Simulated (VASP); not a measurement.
# BN (R-3m) in VASP: single point with PBE

Aim: the single point of BN with PBE.

Everything below comes from runs of VASP 6.6.1. Logs are shortened: lines on timing, memory, paths and dates and some standing lists are left out, and cuts for length are marked.

### Step 1. The cell of the first run

The structure is trigonal, space group R-3m (No. 166). The conventional cell has a = 2.512 Å, b = 2.512 Å, c = 50.522 Å, α = 90.00°, β = 90.00°, γ = 120.00°. B (site symmetry 3m) has 3 N at 1.45 Å within 1.9 Å. Within 1.9 Å of B (site symmetry 3m) lie 3 N at 1.45 Å. Within 1.9 Å of N (site symmetry 3m) lie 3 B at 1.45 Å. N (site symmetry 3m) has 3 B at 1.45 Å within 1.9 Å.

### Step 2. Single point, PBE (the part above a cut slid along it)

The input, INCAR:

```
ALGO = Normal ; EDIFF = 1E-6
ENCUT = 600 ; GGA = PE
GGA_COMPAT = False ; ISIF = 2
ISMEAR = 0 ; ISYM = 0
LASPH = True ; LCHARG = False
LREAL = False ; LWAVE = False
NBANDS = 26 ; NELM = 120
PREC = Accurate ; SIGMA = 0.05
```

The input, KPOINTS:

```
k-points
0
Gamma
  10 10 2
```

The input, POSCAR:

```
BN
1.0
   -2.5116193520      0.0000000000      0.0000000000
   -1.2558096760     -2.1751261634      0.0000000000
   -1.2558096760     -0.7250420545     16.8407423124
B N
4 4
Direct
    0.0416666667      0.0416666667      0.8750000000
    0.2083333333      0.2083333333      0.3750000000
    0.6250000000      0.6250000000      0.1250000000
    0.4583333333      0.4583333333      0.6250000000
    0.2916666667      0.2916666667      0.1250000000
    0.1250000000      0.1250000000      0.6250000000
    0.3750000000      0.3750000000      0.8750000000
    0.5416666667      0.5416666667      0.3750000000
```

Potentials or basis: VASP PAW PBE potentials, release 64 (B, N).

Launch:

```console
$ cat potpaw_PBE.64/B/POTCAR potpaw_PBE.64/N/POTCAR > POTCAR
$ mpirun -np 1 vasp_std > vasp.out
```

OUTCAR:

```text
EDIFF = 1E-6
   ENCUT = 600
   GGA = PE
   ISIF = 2
   ISMEAR = 0
   ISYM = 0
   LASPH = True
   LREAL = False
   NELM = 120
   PREC = Accurate

 ion  position               nearest neighbor table
   1  0.042  0.042  0.875-   7 1.45   7 1.45   7 1.45
   2  0.208  0.208  0.375-   8 1.45   8 1.45   8 1.45
   3  0.625  0.625  0.125-   5 1.45   5 1.45   5 1.45
   4  0.458  0.458  0.625-   6 1.45   6 1.45   6 1.45
   5  0.292  0.292  0.125-   3 1.45   3 1.45   3 1.45
   6  0.125  0.125  0.625-   4 1.45   4 1.45   4 1.45
   7  0.375  0.375  0.875-   1 1.45   1 1.45   1 1.45
   8  0.542  0.542  0.375-   2 1.45   2 1.45   2 1.45

IMPORTANT INFORMATION: All symmetrisations will be switched off!
NOSYMM: (Re-)initialisation of all symmetry stuff for point group C_1.

----------------------------------------------------------------------------------------

                                     Primitive cell

  volume of cell :      92.0025

  direct lattice vectors                    reciprocal lattice vectors
    -2.511619352  0.000000000  0.000000000    -0.398149504  0.229871723 -0.019793268
    -1.255809676 -2.175126163  0.000000000     0.000000000 -0.459743447 -0.019793268
    -1.255809676 -0.725042055 16.840742312     0.000000000  0.000000000  0.059379805

  length of vectors
     2.511619352  2.511619352 16.903057284     0.460169328  0.460169328  0.059379805

  position of ions in fractional coordinates (direct lattice)
     0.041666667  0.041666667  0.875000000
     0.208333333  0.208333333  0.375000000
     0.625000000  0.625000000  0.125000000
     0.458333333  0.458333333  0.625000000
     0.291666667  0.291666667  0.125000000
     0.125000000  0.125000000  0.625000000
     0.375000000  0.375000000  0.875000000
     0.541666667  0.541666667  0.375000000

  ion indices of the primitive-cell ions
   primitive index   ion index
                 1           1
                 2           2
                 3           3
                 4           4
                 5           5
                 6           6
                 7           7
                 8           8

----------------------------------------------------------------------------------------

 KPOINTS: k-points

Automatic generation of k-mesh.
 Grid dimensions read from file:
 generate k-points for:   10   10    2

[... 87 lines left out ...]
   EDIFFG = 0.1E-04   stopping-criterion for IOM
   NSW    =      0    number of steps for IOM
   IBRION =     -1    ionic relax: 0-MD 1-quasi-New 2-CG
   NFREE  =      0    steps in history (QN), initial steepest desc. (CG)
   ISIF   =      2    stress and relaxation
   ISYM   =      0    0-nonsym 1-usesym 2-fastsym
   POTIM  = 0.5000    time-step for ionic-motion
   TEBEG  =    0.0;   TEEND  =   0.0 temperature during run
   PSTRESS=    0.0 pullay stress
   NELECT =      32.0000    total number of electrons
   NUPDOWN=      -1.0000    fix difference up-down
   EMIN   =  10.00;   EMAX   =-10.00  energy-range for DOS
   EFERMI =   0.00;   METHOD = LEGACY
   ISMEAR =     0;   SIGMA  =   0.05  broadening in eV -4-tet -1-fermi 0-gaus
   EFERMI_NEDOS =   21; number of points for ismear=-14 and -15
   IALGO  =     38    algorithm
   IMIX   =      4    mixing-type and parameters
     AMIX     =   0.40;   BMIX     =  1.00
     AMIX_MAG =   1.60;   BMIX_MAG =  1.00
  volume/ion in A,a.u.               =      11.50        77.61
  Fermi-wavevector in a.u.,A,eV,Ry     =   1.151308  2.175657 18.034671  1.325511
  Thomas-Fermi vector in A             =   2.287967
   LORBIT       =      0    0 simple, 1 ext, 2 COOP (PROOUT), +10 PAW based schemes
   GGA     = PE    functional components
   LHFCALC =     F    Hartree Fock is set to
   AEXX    =    0.0000 exact exchange contribution
   IVDW    =     0    specifies the selected vdW correction
   LEPSILON=     F    determine dielectric tensor
   LRPA    =     F    only Hartree local field effects (RPA)
 non-spin polarized calculation
 Gauss-broadening in eV      SIGMA  =   0.05
  energy-cutoff  :      600.00
  volume of cell :       92.00
 maximum number of plane-waves:      3107
   NGX =  9   NGY =  9   NGZ = 67

 number of electron      31.9999998 magnetization

 Free energy of the ion-electron system (eV)
  ---------------------------------------------------
  ext. energy  EPLUGINS =         0.00000000
  ---------------------------------------------------
  free energy    TOTEN  =       -70.42580165 eV

  energy without entropy =      -70.42580165  energy(sigma->0) =      -70.42580165

 E-fermi :   0.7210     XC(G=0):  -8.5251

 val. band max:        0.4390331435   @ k =  -0.3000   0.3000  -0.0000
 cond. band min:       4.9253558517   @ k =   0.0000   0.0000   0.0000
 fundamental gap:      4.4863227082
 Fermi energy:         0.7209649724

 k-point     1 :       0.0000    0.0000    0.0000
  band No.  band energies     occupation
      1     -17.0869      2.00000
      2     -17.0684      2.00000
      3     -17.0684      2.00000
      4     -17.0497      2.00000
      5      -4.9308      2.00000
      6      -4.6616      2.00000
[... 685 lines left out ...]
     25      13.2019      0.00000
     26      13.7378      0.00000

 [... further k-points ...]

------------------------ aborting loop because EDIFF is reached ----------------------------------------

  FORCE on cell =-STRESS in cart. coord.  units (eV):
  Direction    XX          YY          ZZ          XY          YZ          ZX
  --------------------------------------------------------------------------------------
  -------------------------------------------------------------------------------------
  Total        0.0784254      0.0784216     -0.0813521     -0.0000002      0.0000081      0.0000170
  in kB        1.3657396      1.3656740     -1.4167055     -0.0000038      0.0001409      0.0002965
  external PRESSURE =       0.4382360 kB  Pullay stress =       0.0000000 kB

 VOLUME and BASIS-vectors are now :
 -----------------------------------------------------------------------------
  energy-cutoff  :      600.00
  volume of cell :       92.00
      direct lattice vectors                 reciprocal lattice vectors
    -2.511619352  0.000000000  0.000000000    -0.398149504  0.229871723 -0.019793268
    -1.255809676 -2.175126163  0.000000000     0.000000000 -0.459743447 -0.019793268
    -1.255809676 -0.725042055 16.840742312     0.000000000  0.000000000  0.059379805

 POSITION                                       TOTAL-FORCE (eV/Angst)
 -----------------------------------------------------------------------------------
     -1.25581     -0.72504     14.73565        -0.000002     -0.000001     -0.004197
     -1.25581     -0.72504      6.31528         0.000002      0.000001     -0.000036
     -2.51162     -1.45008      2.10509        -0.000005     -0.000003      0.004155
     -2.51162     -1.45008     10.52546        -0.000004     -0.000003     -0.000021
     -1.25581     -0.72504      2.10509         0.000006      0.000004      0.001714
     -1.25581     -0.72504     10.52546         0.000006      0.000003     -0.000019
     -2.51162     -1.45008     14.73565        -0.000013     -0.000010     -0.001673
     -2.51162     -1.45008      6.31528         0.000011      0.000008      0.000077
 -----------------------------------------------------------------------------------
    total drift:                                0.000024      0.000014      0.000185

  FREE ENERGIE OF THE ION-ELECTRON SYSTEM (eV)
  ---------------------------------------------------
  free  energy   TOTEN  =       -70.4258016485 eV

  energy  without entropy=      -70.4258016485  energy(sigma->0) =      -70.42580165
```

OSZICAR:

```text
N       E                     dE             d eps       ncg     rms          rms(c)
DAV:   1     0.172247211573E+03    0.17225E+03   -0.16712E+04  5408   0.124E+03
DAV:   2    -0.635498381588E+02   -0.23580E+03   -0.21914E+03  7434   0.287E+02
DAV:   3    -0.776710348389E+02   -0.14121E+02   -0.14017E+02  7202   0.709E+01
DAV:   4    -0.778879941005E+02   -0.21696E+00   -0.21674E+00  6968   0.940E+00
DAV:   5    -0.778922251619E+02   -0.42311E-02   -0.42298E-02  7122   0.131E+00    0.159E+01
DAV:   6    -0.712867020835E+02    0.66055E+01   -0.15130E+01  6660   0.228E+01    0.707E+00
DAV:   7    -0.706513195417E+02    0.63538E+00   -0.11149E+00  7216   0.620E+00    0.447E+00
DAV:   8    -0.704309384708E+02    0.22038E+00   -0.78693E-01  7188   0.445E+00    0.807E-01
DAV:   9    -0.704212774415E+02    0.96610E-02   -0.43794E-02  6796   0.127E+00    0.277E-01
DAV:  10    -0.704252314960E+02   -0.39541E-02   -0.43047E-03  6570   0.385E-01    0.682E-02
DAV:  11    -0.704257624805E+02   -0.53098E-03   -0.42069E-04  6912   0.147E-01    0.322E-02
DAV:  12    -0.704257995663E+02   -0.37086E-04   -0.12296E-04  6560   0.656E-02    0.646E-03
DAV:  13    -0.704258011007E+02   -0.15343E-05   -0.42302E-06  7086   0.125E-02    0.159E-03
DAV:  14    -0.704258016485E+02   -0.54783E-06   -0.46496E-07  5016   0.491E-03
   1 F= -.70425802E+02 E0= -.70425802E+02  d E =-.112452E-16
```

It took 4.1 min on 1 thread of Oxide Virtual Turin-like, shared host; peak memory 0.33 GiB.

Results:

- Free energy: -70.4258 eV
- Pressure: 0.0 GPa
- Largest force: 0.004 eV/Å
- Band gap on the k mesh: 4.49 eV (least direct gap 4.86 eV)

Forces in eV/Å, atoms in the order of the input:
```
B    0.000  0.000 -0.004
B    0.000  0.000  0.000
B    0.000  0.000  0.004
B    0.000  0.000  0.000
N    0.000  0.000  0.002
N    0.000  0.000  0.000
N    0.000  0.000 -0.002
N    0.000  0.000  0.000
```

Caveat: the cell differs from its parent crystal (the part above a cut slid along it); this functional lacks dispersion, which binds layers or chains, so the pressure and a relaxed spacing across them are unreliable.
